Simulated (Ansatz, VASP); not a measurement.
Two plane-wave programs on ScAl2Sb2As

```
CELL_PARAMETERS angstrom
5.33193 0.00000 0.00000
-2.66596 4.61759 0.00000
0.00000 0.00000 5.68097
ATOMIC_POSITIONS crystal
Sc 0.00000 0.00000 0.00000
Al 0.33333 0.66667 0.00000
Al 0.66667 0.33333 0.00000
Sb 0.33333 0.66667 0.50000
Sb 0.66667 0.33333 0.50000
As 0.00000 0.00000 0.50000
```

Alike in both runs: functional PBE; k mesh 12 × 12 × 8; occupations gaussian, width 0.1 eV; no spin polarisation.

Ansatz relaxed the structure, and its values are those at the end. VASP's run is a single point on that final structure, the one shown.

|  | VASP | Ansatz |
| --- | --- | --- |
| version | VASP 6.6.1 | Ansatz 0.2.0 |
| potentials or method | VASP PAW PBE potentials, release 64 (Sc_sv, Al, Sb, As), cutoff 520 eV | scalar-relativistic, plane waves, PAW |
| valence electrons in the cell | 32 | 62 |

|  | VASP | Ansatz | Ansatz less VASP |
| --- | --- | --- | --- |
| gap on the k mesh at the Fermi level (eV) | none | none | - |
| pressure (GPa) | 0.0 | 0.0 | -0.04 |

A gap of «none» marks a metal or a gap that the smearing closes. VASP's potentials hold 32 valence electrons a cell and Ansatz's 62, so a difference there can come from the potentials and not from the codes.

Spin-orbit coupling is off throughout.
